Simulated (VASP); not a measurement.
## TePb: relaxation of cell and atoms with r2SCAN

TePb:

```xyz
2
Lattice="0.0000 3.2678 3.2678 3.2678 0.0000 3.2678 3.2678 3.2678 0.0000" Properties=species:S:1:pos:R:3 pbc="T T T"
Te    3.2678    3.2678    3.2678
Pb    0.0000    0.0000    0.0000
```

* Program: VASP 6.6.1
* Task: relaxation of cell and atoms
* Functional: r2SCAN
* Potentials or basis: VASP PAW PBE potentials, release 64 (Te, Pb_d)
* Cutoff: 600 eV
* k mesh: 6 × 6 × 6
* Occupations: gaussian, width 0.01 eV
* Spin: no spin polarisation
* Target pressure: 7 GPa
* Dipole correction: no
* Further INCAR settings: ALGO = Normal; EDIFF = 1e-06; IBRION = 2; EDIFFG = -0.002; NSW = 100; ISIF = 3

The relaxed volume is 30.83 Å³/atom and the relaxed cell is a = 4.435 Å, b = 4.435 Å, c = 4.435 Å, α = 60.00°, β = 60.00°, γ = 60.00°. The space group after relaxing (to 0.1 Å) is Fm-3m (No. 225) and the energy change on relaxing (the run minimises the enthalpy) is +78.9 meV/atom. The ionic steps are 5. The pressure after relaxing is 7.0 GPa. The band gap on the k mesh is 0.79 eV.

Step by step:
| step | energy change (eV) | largest force (eV/Å) | pressure (GPa) | volume (Å³) |
| --- | --- | --- | --- | --- |
| 1 | 0.0000 | 0.0000 | 0.01 | 69.79 |
| 2 | 0.5888 | 0.0000 | 16.29 | 55.52 |
| 3 | 0.1542 | 0.0000 | 6.87 | 61.75 |
| 4 | 0.1609 | 0.0000 | 7.04 | 61.60 |
| 5 | 0.1579 | 0.0000 | 7.01 | 61.67 |

Final structure:
```cif
data_structure
_symmetry_space_group_name_H-M 'P 1'
_symmetry_Int_Tables_number 1
_cell_length_a 4.4346
_cell_length_b 4.4346
_cell_length_c 4.4346
_cell_angle_alpha 60.000
_cell_angle_beta 60.000
_cell_angle_gamma 60.000
_cell_volume 61.67
loop_
_atom_site_label
_atom_site_type_symbol
_atom_site_fract_x
_atom_site_fract_y
_atom_site_fract_z
_atom_site_occupancy
Te1 Te 0.50000 0.50000 0.50000 1
Pb1 Pb 0.00000 0.00000 0.00000 1
```

Levels at points of the mesh, in eV from the valence-band top:
```csv
k point,band 6,band 7,band 8,band 9,band 10,band 11,band 12,band 13,band 14
"(0.00, 0.00, 0.00)",-13.41,-5.42,-1.94,-1.94,-1.94,4.38,4.38,4.38,5.89
"(0.50, 0.00, 0.00)",-11.64,-9.51,-1.38,-1.38,0.00,0.79,1.09,1.09,9.02
"(0.50, 0.50, 0.00)",-11.25,-7.72,-5.53,-3.61,-3.61,3.11,6.11,6.11,7.69
```

It took 16 min on 1 thread of Intel Xeon 8259CL, on a shared host, peak memory 0.28 GiB.

Caveat: the cell is relaxed towards a set pressure, so the run minimises the enthalpy, not the energy; the PAW data sets were made with another functional, which shifts forces and pressure a little; spin-orbit coupling is left out, which moves the levels of the heavy elements. A k mesh can miss the band edges.
